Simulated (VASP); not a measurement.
Mg2C, 3 atoms in the cell. It takes space group Fm-3m (No. 225, cubic). Conventional cell: a = 5.422 Å, b = 5.422 Å, c = 5.422 Å, α = 90.00°, β = 90.00°, γ = 90.00°. C (site symmetry m-3m) has 8 Mg at 2.35 Å within 3.1 Å. Mg (site symmetry -43m) has 4 C at 2.35 Å and 6 Mg at 2.71 Å within 3.1 Å. 

- Program: VASP 6.6.1
- Task: single point
- Functional: r2SCAN
- Potentials or basis: VASP PAW PBE potentials, release 64 (C, Mg)
- Cutoff: 520 eV
- k mesh: 8 × 8 × 8
- Occupations: gaussian, width 0.01 eV
- Spin: no spin polarisation
- Dipole correction: no
- Further INCAR settings: ALGO = Normal; EDIFF = 1e-06; NBANDS = 11

Potentials or basis: VASP PAW PBE potentials, release 64 (C, Mg).

Launch:

```console
$ cat potpaw_PBE.64/C/POTCAR potpaw_PBE.64/Mg/POTCAR > POTCAR
$ cp INCAR.step1 INCAR
$ mpirun -np 1 vasp_std > vasp.out
$ cp INCAR.step2 INCAR
$ mpirun -np 1 vasp_std > vasp.out
```

Hardware: 1 thread of Intel Xeon 6975P-C, with other jobs on the host.

Q: How long does it take, and how much memory?

A: Wall time 58 s on 1 thread of Intel Xeon 6975P-C (shared host), peak memory 0.17 GiB. Counts: k points 29.
